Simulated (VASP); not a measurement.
Set up this calculation in VASP 6.6.1, as the native input.

```
Task                   : relaxation of cell and atoms
Functional             : PBE
Potentials or basis    : VASP PAW PBE potentials, release 64 (Lu, Si, O)
Cutoff                 : 600 eV
k mesh                 : 6 × 6 × 6
Occupations            : gaussian, width 0.1 eV
Spin                   : no spin polarisation
Dipole correction      : no
Further INCAR settings : ALGO = Normal; EDIFF = 1e-07; IBRION = 2; EDIFFG = -0.04; NSW = 90; ISIF = 3
```

The structure of Lu2Si2O lies in POSCAR:

```
Lu2Si2O
1.0
   -1.9663607200      1.9663607200      4.8009691700
    1.9663607200     -1.9663607200      4.8009691700
    1.9663607200      1.9663607200     -4.8009691700
Lu Si O
2 2 1
Direct
    0.6381608800      0.6381608800      0.0000000000
    0.3618391200      0.3618391200      0.0000000000
    0.2500000000      0.7500000000      0.5000000000
    0.7500000000      0.2500000000      0.5000000000
    0.0000000000      0.0000000000      0.0000000000
```

These files were run (other wordings do the same):

INCAR

```
PREC = Accurate ; ENCUT = 600
EDIFF = 1E-7 ; ISMEAR = 0
SIGMA = 0.1 ; LREAL = F
LASPH = T ; NELM = 60
ALGO = Normal ; ISIF = 3
LWAVE = F ; LCHARG = F
GGA = PE ; IBRION = 2
NSW = 90 ; EDIFFG = -0.04
```

KPOINTS

```
regular mesh
0
Gamma
  6 6 6
```

Potentials or basis: VASP PAW PBE potentials, release 64 (Lu, Si, O).

The run is started by

```bash
$ cat potpaw_PBE.64/Lu/POTCAR potpaw_PBE.64/Si/POTCAR potpaw_PBE.64/O/POTCAR > POTCAR
$ mpirun -np 1 vasp_std > vasp.out
```

It gave:

- Relaxed volume: 16.99 Å³/atom
- Relaxed cell: a = 7.677 Å, b = 7.677 Å, c = 7.677 Å, α = 154.31°, β = 154.31°, γ = 36.66°
- Space group after relaxing (to 0.05 Å): I4/mmm (No. 139)
- Energy gained by relaxing: 2614.2 meV/atom
- Ionic steps: 17
- Pressure after relaxing: 0.0 GPa
- Largest force after relaxing: 0.005 eV/Å
- Band gap on the k mesh: zero (band 32 reaches 6.16 eV, above the bottom of band 33 at 4.65 eV)

Caveat: the k points lie up to 0.43 Å⁻¹ apart in the final cell; spin-orbit coupling is left out, which moves the levels of the heavy elements.

Run time: 52 min on 1 thread of Intel(R) Xeon(R) Platinum 8488C (Sapphire Rapids), on a shared host, peak memory 0.46 GiB.
